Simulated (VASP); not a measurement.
## Si: relaxation of cell and atoms with PBE

Crystal: Si.

```
CELL_PARAMETERS angstrom
-1.56500 1.56500 1.56500
1.56500 -1.56500 1.56500
1.56500 1.56500 -1.56500
ATOMIC_POSITIONS crystal
Si 0.00000 0.00000 0.00000
```

This isn't the form of Si at room conditions, which is diamond.

| Quantity | Value |
| --- | --- |
| Program | VASP 6.6.1 |
| Task | relaxation of cell and atoms |
| Functional | PBE |
| Potentials or basis | VASP PAW PBE potentials, release 64 (Si) |
| Cutoff | 500 eV |
| k mesh | 11 × 11 × 11 |
| Occupations | fermi-dirac, width 0.05 eV |
| Spin | no spin polarisation |
| Target pressure | 45 GPa |
| Dipole correction | no |
| Further INCAR settings | ALGO = Normal; EDIFF = 1e-07; IBRION = 2; EDIFFG = -0.01; NSW = 60; ISIF = 3 |

```json
{
 "Relaxed volume": "11.21 Å³/atom",
 "Relaxed cell": "a = 2.442 Å, b = 2.442 Å, c = 2.442 Å, α = 109.47°, β = 109.47°, γ = 109.47°",
 "Space group after relaxing (to 0.1 Å)": "Im-3m (No. 229)",
 "Energy change on relaxing (the run minimises the enthalpy)": "+366.9 meV/atom",
 "Ionic steps": "5",
 "Pressure after relaxing": "45.1 GPa",
 "Band gap on the k mesh": "zero (bands 2 and 3 overlap by 17.89 eV)"
}
```

The path:
| step | energy change (eV) | largest force (eV/Å) | pressure (GPa) | volume (Å³) |
| --- | --- | --- | --- | --- |
| 1 | 0.0000 | 0.0000 | -4.26 | 15.33 |
| 2 | 3.8637 | 0.0000 | 303.32 | 7.07 |
| 3 | 0.2637 | 0.0000 | 35.98 | 11.62 |
| 4 | 0.3335 | 0.0000 | 42.17 | 11.33 |
| 5 | 0.3669 | 0.0000 | 45.05 | 11.21 |

Final structure:
```
Si
1.0
    -1.40992    1.40992    1.40992
     1.40992   -1.40992    1.40992
     1.40992    1.40992   -1.40992
Si
1
Cartesian
  0.0000 0.0000 0.0000
```

Levels at points of the mesh, in eV from the Fermi level:
```
           k point  band 1  band 2  band 3  band 4  band 5
(0.00, 0.00, 0.00)  -16.91   13.77   13.77   13.77   15.31
```

Wall time 5.8 s on 1 thread of Intel(R) Xeon(R) 6975P-C (Granite Rapids) (shared host), peak memory 0.12 GiB.

Caveat: the cell is relaxed towards a set pressure, so the run minimises the enthalpy, not the energy; the volume moved by over 15 % at a fixed basis, so the end points are rough.
